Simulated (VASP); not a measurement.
A run of VASP 6.6.1 is set up as follows.

INCAR

```
SYSTEM = Na
PREC = Accurate ; ENCUT = 520
EDIFF = 1E-8 ; ISMEAR = -1
SIGMA = 0.05 ; LREAL = .False.
LASPH = .True. ; NELM = 100
ALGO = Normal ; ISIF = 2
LWAVE = .False. ; LCHARG = .False.
GGA = PS ; LEFG = .True.
NBANDS = 10
```

File KPOINTS:

```
Automatic mesh
0
Gamma
  12 12 12
  0 0 0
```

POSCAR

```
Na
1.0
   -2.0751500000      2.1175000000      2.1175000000
    2.1175000000     -2.0751500000      2.1175000000
    2.1175000000      2.1175000000     -2.0751500000
Na
1
Direct
    0.0000000000      0.0000000000      0.0000000000
```

Potentials or basis: VASP PAW PBE potentials, release 64 (Na_pv).

The run is started by

```bash
$ cat potpaw_PBE.64/Na_pv/POTCAR > POTCAR
$ mpirun -np 1 vasp_std > vasp.out
```

**Question.** Predict the band gap on the k mesh.

**Answer.** Zero (an odd number of electrons rules out a gap without spin polarisation).

**Question.** Estimate the pressure.

**Answer.** -0.3 GPa.

Stress tensor (GPa, compression positive):
```
-0.32 -0.08 -0.08
-0.08 -0.32 -0.08
-0.08 -0.08 -0.32
```

Caveat: the cell differs from its parent crystal (equal xy, yz and zx shear strains of +2 %); without QUAD_EFG the Cq values of the log hold for a quadrupole moment of 1 mb, not for the nuclei; the PAW data sets were made with another functional, which shifts forces and pressure a little.
